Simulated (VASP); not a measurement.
# HfC (Fm-3m) in VASP: further runs

Runs on HfC. Level: LDA. Tasks: electric field gradients.

Everything below comes from runs of VASP 6.6.1. Logs are shortened: lines on timing, memory, paths and dates and some standing lists are left out, and cuts for length are marked.

### 1 The cell of the first run

Symmetry: Fm-3m, No. 225, cubic system. Conventional cell: a = 4.540 Å, b = 4.540 Å, c = 4.540 Å, α = 90.00°, β = 90.00°, γ = 90.00°. Hf (site symmetry m-3m) has 6 C at 2.27 Å within 3.0 Å. C (site symmetry m-3m) has 6 Hf at 2.27 Å within 3.0 Å.

### 2 Electric field gradients, LDA (volume scaled by 0.9405)

Input file INCAR:

```
PREC     = Accurate       # precision mode
ENCUT    = 520            # plane-wave cutoff, eV
EDIFF    = 1E-8           # SCF threshold, eV
ISMEAR   = -1             # smearing method
SIGMA    = 0.05           # smearing width, eV
LREAL    = F              # projectors in reciprocal space
LASPH    = T              # aspherical terms in the spheres
NELM     = 60             # most SCF steps
ALGO     = Normal         # electronic algorithm
ISIF     = 2              # what is computed and relaxed
LWAVE    = F              # write WAVECAR
LCHARG   = F              # write CHGCAR
LEFG     = T            
NBANDS   = 14             # bands
```

Input file KPOINTS:

```
regular mesh
0
Gamma
  14 14 14
```

Input file POSCAR:

```
HfC
1.0
    0.0000000000      2.2702394045      2.2702394045
    2.2702394045      0.0000000000      2.2702394045
    2.2702394045      2.2702394045      0.0000000000
Hf C
1 1
Direct
    0.0000000000      0.0000000000      0.0000000000
    0.5000000000      0.5000000000      0.5000000000
```

Potentials or basis: VASP PAW LDA potentials, release 64 (Hf_pv, C).

On the command line:

```
> cat potpaw_LDA.64/Hf_pv/POTCAR potpaw_LDA.64/C/POTCAR > POTCAR
> mpirun -np 1 vasp_std > vasp.out
```

OUTCAR:

```text
PREC = Accurate
   ENCUT = 520
   EDIFF = 1E-8
   ISMEAR = -1
   LREAL = F
   LASPH = T
   NELM = 60
   ISIF = 2

 ion  position               nearest neighbor table
   1  0.000  0.000  0.000-   2 2.27   2 2.27   2 2.27   2 2.27   2 2.27   2 2.27
   2  0.500  0.500  0.500-   1 2.27   1 2.27   1 2.27   1 2.27   1 2.27   1 2.27

  LATTYP: Found a face centered cubic cell.
 ALAT       =     4.5404788090

  Lattice vectors:

 A1 = (   0.0000000000,   2.2702394045,   2.2702394045)
 A2 = (   2.2702394045,   0.0000000000,   2.2702394045)
 A3 = (   2.2702394045,   2.2702394045,   0.0000000000)

Analysis of symmetry for initial positions (statically):
=====================================================================
 Subroutine PRICEL returns:
 Original cell was already a primitive cell.

 Routine SETGRP: Setting up the symmetry group for a
 face centered cubic supercell.

 Subroutine GETGRP returns: Found 48 space group operations
 (whereof 48 operations were pure point group operations)
 out of a pool of 48 trial point group operations.

The static configuration has the point symmetry O_h .

Analysis of symmetry for dynamics (positions and initial velocities):
=====================================================================
 Subroutine PRICEL returns:
 Original cell was already a primitive cell.

 Routine SETGRP: Setting up the symmetry group for a
 face centered cubic supercell.

 Subroutine GETGRP returns: Found 48 space group operations
 (whereof 48 operations were pure point group operations)
 out of a pool of 48 trial point group operations.

The dynamic configuration has the point symmetry O_h .

 Subroutine INISYM returns: Found 48 space group operations
 (whereof 48 operations are pure point group operations),
 and found     1 'primitive' translations

----------------------------------------------------------------------------------------

                                     Primitive cell

  volume of cell :      23.4016

  direct lattice vectors                    reciprocal lattice vectors
     0.000000000  2.270239404  2.270239404    -0.220241090  0.220241090  0.220241090
     2.270239404  0.000000000  2.270239404     0.220241090 -0.220241090  0.220241090
     2.270239404  2.270239404  0.000000000     0.220241090  0.220241090 -0.220241090

  length of vectors
     3.210603356  3.210603356  3.210603356     0.381468757  0.381468757  0.381468757

  position of ions in fractional coordinates (direct lattice)
[... 8 lines left out ...]
----------------------------------------------------------------------------------------

 KPOINTS: regular mesh

Automatic generation of k-mesh.
 Grid dimensions read from file:
 generate k-points for:   14   14   14

 Generating k-lattice:

  Cartesian coordinates                     Fractional coordinates (reciprocal lattice)
    -0.015731506  0.015731506  0.015731506     0.071428571  0.000000000  0.000000000
     0.015731506 -0.015731506  0.015731506     0.000000000  0.071428571  0.000000000
     0.015731506  0.015731506 -0.015731506     0.000000000  0.000000000  0.071428571

  Length of vectors
     0.027247768  0.027247768  0.027247768

  Shift w.r.t. Gamma in fractional coordinates (k-lattice)
     0.000000000  0.000000000  0.000000000

 Subroutine IBZKPT returns following result:
 ===========================================

 Found    104 irreducible k-points:

 Following reciprocal coordinates:
            Coordinates               Weight
  0.000000  0.000000  0.000000      1.000000
  0.071429  0.000000  0.000000      8.000000
  0.142857  0.000000  0.000000      8.000000
  0.214286  0.000000  0.000000      8.000000
  0.285714  0.000000  0.000000      8.000000
  0.357143  0.000000  0.000000      8.000000
[... 16 lines left out ...]
  0.214286  0.142857  0.000000     24.000000
  0.285714  0.142857  0.000000     24.000000
 [... further k-points ...]
   k-points           NKPTS =    104   k-points in BZ     NKDIM =    104   number of bands    NBANDS=     14
   number of dos      NEDOS =    301   number of ions     NIONS =      2
   total plane-waves  NPLWV =  13824
   dimension x,y,z NGX =    24 NGY =   24 NGZ =   24
   dimension x,y,z NGXF=    48 NGYF=   48 NGZF=   48
   ions per type =               1   1
   NGX,Y,Z   is equivalent  to a cutoff of  12.43, 12.43, 12.43 a.u.
   NGXF,Y,Z  is equivalent  to a cutoff of  24.85, 24.85, 24.85 a.u.
 SYSTEM =  unknown system
   PREC   = accura    normal or accurate (medium, high low for compatibility)
   ISTART =      0    job   : 0-new  1-cont  2-samecut
   ICHARG =      2    charge: 1-file 2-atom 10-const
   ISPIN  =      1    spin polarized calculation?
   LNONCOLLINEAR =      F non collinear calculations
   LSORBIT =      F    spin-orbit coupling
   LASPH  =      T    aspherical Exc in radial PAW
   ENCUT  =  520.0 eV  38.22 Ry    6.18 a.u.   5.97  5.97  5.97*2*pi/ulx,y,z
   NELM   =     60;   NELMIN=  2; NELMDL= -5     # of ELM steps
   EDIFF  = 0.1E-07   stopping-criterion for ELM
   LREAL  =      F    real-space projection
   EDIFFG = 0.1E-06   stopping-criterion for IOM
   NSW    =      0    number of steps for IOM
   IBRION =     -1    ionic relax: 0-MD 1-quasi-New 2-CG
   NFREE  =      0    steps in history (QN), initial steepest desc. (CG)
   ISIF   =      2    stress and relaxation
   ISYM   =      2    0-nonsym 1-usesym 2-fastsym
   POTIM  = 0.5000    time-step for ionic-motion
   TEBEG  =    0.0;   TEEND  =   0.0 temperature during run
   PSTRESS=    0.0 pullay stress
   NELECT =      14.0000    total number of electrons
   NUPDOWN=      -1.0000    fix difference up-down
   EMIN   =  10.00;   EMAX   =-10.00  energy-range for DOS
   EFERMI =   0.00;   METHOD = LEGACY
   ISMEAR =    -1;   SIGMA  =   0.05  broadening in eV -4-tet -1-fermi 0-gaus
   EFERMI_NEDOS =   21; number of points for ismear=-14 and -15
   IALGO  =     38    algorithm
   IMIX   =      4    mixing-type and parameters
     AMIX     =   0.40;   BMIX     =  1.00
     AMIX_MAG =   1.60;   BMIX_MAG =  1.00
  volume/ion in A,a.u.               =      11.70        78.96
  Fermi-wavevector in a.u.,A,eV,Ry     =   1.379439  2.606762 25.889875  1.902852
  Thomas-Fermi vector in A             =   2.504408
   LORBIT       =      0    0 simple, 1 ext, 2 COOP (PROOUT), +10 PAW based schemes
   GGA     = CA    functional components
   LHFCALC =     F    Hartree Fock is set to
   AEXX    =    0.0000 exact exchange contribution
   IVDW    =     0    specifies the selected vdW correction
   LEPSILON=     F    determine dielectric tensor
   LRPA    =     F    only Hartree local field effects (RPA)
 non-spin polarized calculation
  energy-cutoff  :      520.00
  volume of cell :       23.40
 maximum number of plane-waves:       644
   NGX = 11   NGY = 11   NGZ = 11

 number of electron      13.9999999 magnetization

 Free energy of the ion-electron system (eV)
  ---------------------------------------------------
  ext. energy  EPLUGINS =         0.00000000
  ---------------------------------------------------
  free energy    TOTEN  =       -22.88430094 eV

  energy without entropy =      -22.88194599  energy(sigma->0) =      -22.88312347

 E-fermi :   6.4186     XC(G=0): -12.8390

 val. band max:        6.3764752612   @ k =   0.4286   0.4286   0.0000
 cond. band min:       6.4224428881   @ k =   0.3571   0.2857   0.0000
 fundamental gap:      0.0459676269
 Fermi energy:         6.4186264392

 k-point     1 :       0.0000    0.0000    0.0000
  band No.  band energies     occupation
      1     -22.6317      2.00000
      2     -22.6317      2.00000
      3     -22.6317      2.00000
      4      -6.0741      2.00000
      5       7.4892      0.00000
      6       7.4892      0.00000
      7       7.4892      0.00000
      8       7.7436      0.00000
      9       7.7436      0.00000
     10       7.7436      0.00000
     11       9.9720      0.00000
     12       9.9720      0.00000
     13      14.2530      0.00000
     14      17.6747      0.00000

 k-point     2 :       0.0714    0.0000    0.0000
  band No.  band energies     occupation
      1     -22.6805      2.00000
      2     -22.6362      2.00000
      3     -22.6362      2.00000
      4      -5.9281      2.00000
      5       6.5139      0.25919
      6       6.7934      0.00111
      7       6.7934      0.00111
      8       8.0403      0.00000
      9       8.0403      0.00000
     10       8.4124      0.00000
     11      10.6612      0.00000
     12      10.6612      0.00000
     13      14.5233      0.00000
     14      18.0699      0.00000

 k-point     3 :       0.1429    0.0000    0.0000
  band No.  band energies     occupation
      1     -22.8145      2.00000
      2     -22.6486      2.00000
      3     -22.6486      2.00000
      4      -5.5075      2.00000
      5       5.2496      2.00000
      6       5.8038      1.99999
      7       5.8038      1.99999
      8       8.4873      0.00000
      9       8.4873      0.00000
     10       8.9159      0.00000
     11      12.0571      0.00000
     12      12.0571      0.00000
     13      15.2047      0.00000
     14      19.1467      0.00000
[... 324 lines left out ...]
 k-point    23 :       0.2143    0.1429    0.0000
  band No.  band energies     occupation
      1     -22.9222      2.00000
      2     -22.7182      2.00000
      3     -22.7084      2.00000
      4      -4.9323      2.00000
      5       3.5699      2.00000
      6       5.5224      2.00000
      7       5.8767      1.99996
      8       7.0463      0.00001
      9      10.2121      0.00000
     10      10.6027      0.00000
     11      11.4021      0.00000
     12      13.5007      0.00000
     13      17.0150      0.00000
     14      19.6948      0.00000

 k-point    24 :       0.2857    0.1429    0.0000
  band No.  band energies     occupation
      1     -23.0873      2.00000
      2     -22.7434      2.00000
      3     -22.7287      2.00000
      4      -4.3381      2.00000
      5       2.8025      2.00000
      6       4.6382      2.00000
      7       5.2302      2.00000
      8       7.5655      0.00000
      9      10.7679      0.00000
     10      11.1426      0.00000
     11      12.8040      0.00000
     12      14.6157      0.00000
     13      17.8158      0.00000
     14      19.6907      0.00000

 [... further k-points ...]

------------------------ aborting loop because EDIFF is reached ----------------------------------------

  FORCE on cell =-STRESS in cart. coord.  units (eV):
  Direction    XX          YY          ZZ          XY          YZ          ZX
  --------------------------------------------------------------------------------------
  -------------------------------------------------------------------------------------
  Total        0.9646186      0.9646186      0.9646186      0.0000000     -0.0000000      0.0000000
  in kB       66.0421574     66.0421574     66.0421574      0.0000000     -0.0000000      0.0000000
  external PRESSURE =      66.0421574 kB  Pullay stress =       0.0000000 kB

 VOLUME and BASIS-vectors are now :
 -----------------------------------------------------------------------------
  energy-cutoff  :      520.00
  volume of cell :       23.40
      direct lattice vectors                 reciprocal lattice vectors
     0.000000000  2.270239404  2.270239404    -0.220241090  0.220241090  0.220241090
     2.270239404  0.000000000  2.270239404     0.220241090 -0.220241090  0.220241090
     2.270239404  2.270239404  0.000000000     0.220241090  0.220241090 -0.220241090

 POSITION                                       TOTAL-FORCE (eV/Angst)
 -----------------------------------------------------------------------------------
      0.00000      0.00000      0.00000        -0.000000     -0.000000     -0.000000
      2.27024      2.27024      2.27024         0.000000      0.000000      0.000000
 -----------------------------------------------------------------------------------
    total drift:                                0.000000     -0.000000     -0.000000

  FREE ENERGIE OF THE ION-ELECTRON SYSTEM (eV)
  ---------------------------------------------------
  free  energy   TOTEN  =       -22.8843009446 eV

  energy  without entropy=      -22.8819459908  energy(sigma->0) =      -22.88312347

 Electric field gradients (V/A^2)
---------------------------------------------------------------------
 ion       V_xx      V_yy      V_zz      V_xy      V_xz      V_yz
---------------------------------------------------------------------
   1      -0.000     0.000     0.000    -0.000    -0.000    -0.000
   2      -0.000    -0.000    -0.000     0.001     0.001     0.001
---------------------------------------------------------------------

 Electric field gradients after diagonalization (V/A^2)
 (convention: |V_zz| > |V_xx| > |V_yy|)
----------------------------------------------------------------------
 ion       V_xx      V_yy      V_zz     asymmetry (V_yy - V_xx)/ V_zz
----------------------------------------------------------------------
   1       0.000     0.000    -0.001       0.000
   2      -0.001    -0.001     0.001       0.000
----------------------------------------------------------------------

           NMR quadrupolar parameters

 Cq : quadrupolar parameter    Cq=e*Q*V_zz/h
 eta: asymmetry parameters     (V_yy - V_xx)/ V_zz
 Q  : nuclear electric quadrupole moment in mb (millibarn)
----------------------------------------------------------------------
 ion       Cq(MHz)       eta       Q (mb)
----------------------------------------------------------------------
   1      -0.000       0.000       1.000
   2       0.000       0.000       1.000
----------------------------------------------------------------------
```

Run time: 16 s. Hardware: 1 thread of Intel Xeon 6975P-C, shared host; peak memory 0.15 GiB.

Results:

```
Free energy            : -22.8843 eV
Pressure               : 6.6 GPa
Band gap on the k mesh : zero (band 7 reaches 7.49 eV, above the bottom of band 8 at 6.03 eV)
```

Caveat: without QUAD_EFG the Cq values of the log hold for a quadrupole moment of 1 mb, not for the nuclei; spin-orbit coupling is left out, which moves the levels of the heavy elements.

### 3 Electric field gradients, LDA (volume scaled by 0.98)

Input file INCAR:

```
  PREC = Accurate
  ENCUT = 520
  EDIFF = 1E-8
  ISMEAR = -1
  SIGMA = 0.05
  LREAL = False
  LASPH = True
  NELM = 60
  ALGO = Normal
  ISIF = 2
  LWAVE = False
  LCHARG = False
  GGA = CA
  LEFG = True
  NBANDS = 14
```

KPOINTS is that of step 2.

Input file POSCAR:

```
HfC
1.0
    0.0000000000      2.3015871069      2.3015871069
    2.3015871069      0.0000000000      2.3015871069
    2.3015871069      2.3015871069      0.0000000000
Hf C
1 1
Direct
    0.0000000000      0.0000000000      0.0000000000
    0.5000000000      0.5000000000      0.5000000000
```

Potentials or basis: VASP PAW LDA potentials, release 64 (Hf_pv, C).

On the command line:

```
> cat potpaw_LDA.64/Hf_pv/POTCAR potpaw_LDA.64/C/POTCAR > POTCAR
> mpirun -np 1 vasp_std > vasp.out
```

OUTCAR:

```text
PREC = Accurate
   ENCUT = 520
   EDIFF = 1E-8
   ISMEAR = -1
   LREAL = False
   LASPH = True
   NELM = 60
   ISIF = 2
   GGA = CA

 ion  position               nearest neighbor table
   1  0.000  0.000  0.000-   2 2.30   2 2.30   2 2.30   2 2.30   2 2.30   2 2.30
   2  0.500  0.500  0.500-   1 2.30   1 2.30   1 2.30   1 2.30   1 2.30   1 2.30

  LATTYP: Found a face centered cubic cell.
 ALAT       =     4.6031742138

  Lattice vectors:

 A1 = (   0.0000000000,   2.3015871069,   2.3015871069)
 A2 = (   2.3015871069,   0.0000000000,   2.3015871069)
 A3 = (   2.3015871069,   2.3015871069,   0.0000000000)

Analysis of symmetry for initial positions (statically):
[... 617 lines left out ...]
  free  energy   TOTEN  =       -22.8898594684 eV

  energy  without entropy=      -22.8873871246  energy(sigma->0) =      -22.88862330

 Electric field gradients (V/A^2)
---------------------------------------------------------------------
 ion       V_xx      V_yy      V_zz      V_xy      V_xz      V_yz
---------------------------------------------------------------------
   1      -0.000     0.000     0.000    -0.000    -0.000    -0.000
   2      -0.000    -0.000    -0.000     0.000     0.000     0.000
---------------------------------------------------------------------

 Electric field gradients after diagonalization (V/A^2)
 (convention: |V_zz| > |V_xx| > |V_yy|)
----------------------------------------------------------------------
 ion       V_xx      V_yy      V_zz     asymmetry (V_yy - V_xx)/ V_zz
----------------------------------------------------------------------
   1       0.000     0.000    -0.000       0.000
   2      -0.000    -0.000     0.001       0.000
----------------------------------------------------------------------

           NMR quadrupolar parameters

 Cq : quadrupolar parameter    Cq=e*Q*V_zz/h
 eta: asymmetry parameters     (V_yy - V_xx)/ V_zz
 Q  : nuclear electric quadrupole moment in mb (millibarn)
----------------------------------------------------------------------
 ion       Cq(MHz)       eta       Q (mb)
----------------------------------------------------------------------
   1      -0.000       0.000       1.000
   2       0.000       0.000       1.000
----------------------------------------------------------------------
```

stdout:

```text
POSCAR found type information on POSCAR HfC
 POSCAR found :  2 types and       2 ions
 scaLAPACK will be used
 LDA part: xc-table for (Slater(with rela. corr.)+CA(PZ))
 , standard interpolation
 POSCAR, INCAR and KPOINTS ok, starting setup
 FFT: planning ... GRIDC
 FFT: planning ... GRID_SOFT
 FFT: planning ... GRID
 WAVECAR not read
 entering main loop
ion   1

ion   2
```

Wall time 14 s (1 thread of Intel Xeon 6975P-C, shared host); peak memory 0.15 GiB.

Results:

```yaml
Free_energy: -22.8899 eV
Pressure: -4.5 GPa
Band_gap_on_the_k_mesh: zero (band 7 reaches 7.13 eV, above the bottom of band 8 at 5.69 eV)
```

Caveat: without QUAD_EFG the Cq values of the log hold for a quadrupole moment of 1 mb, not for the nuclei; spin-orbit coupling is left out, which moves the levels of the heavy elements.
